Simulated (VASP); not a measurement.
A run of VASP 6.6.1:

INCAR

```
SYSTEM = Mg
ALGO = Normal
EDIFF = 1E-8
ENCUT = 520
GGA = PS
IBRION = 8
ISIF = 2
ISMEAR = -1
LASPH = .TRUE.
LCHARG = .TRUE.
LREAL = .FALSE.
LWAVE = .FALSE.
NBANDS = 9
NELM = 60
NSW = 1
PREC = Accurate
SIGMA = 0.1
```

Contents of KPOINTS:

```
k-points
0
G
  12 12 8
  0 0 0
```

The input POSCAR:

```
Mg
1.0
    3.2222601662      0.0000000000      0.0000000000
   -1.6111300831      2.7905591615      0.0000000000
    0.0000000000      0.0000000000      5.1581159072
Mg
2
Direct
    0.3333333333      0.6666666667      0.2500000000
    0.6666666667      0.3333333333      0.7500000000
```

Potentials or basis: VASP PAW PBE potentials, release 64 (Mg).

The run is started by

```console
$ cat potpaw_PBE.64/Mg/POTCAR > POTCAR
$ mpirun -np 1 vasp_std > vasp.out
```

Hardware: 1 thread of Intel(R) Xeon(R) 6975P-C (Granite Rapids) (shared host).

Question: How long does it take, and how much memory?

Answer: Wall time 66 s on 1 thread of Intel(R) Xeon(R) 6975P-C (Granite Rapids), with other jobs on the host, peak memory 0.42 GiB. Counts: scf iterations 31, k points 95.
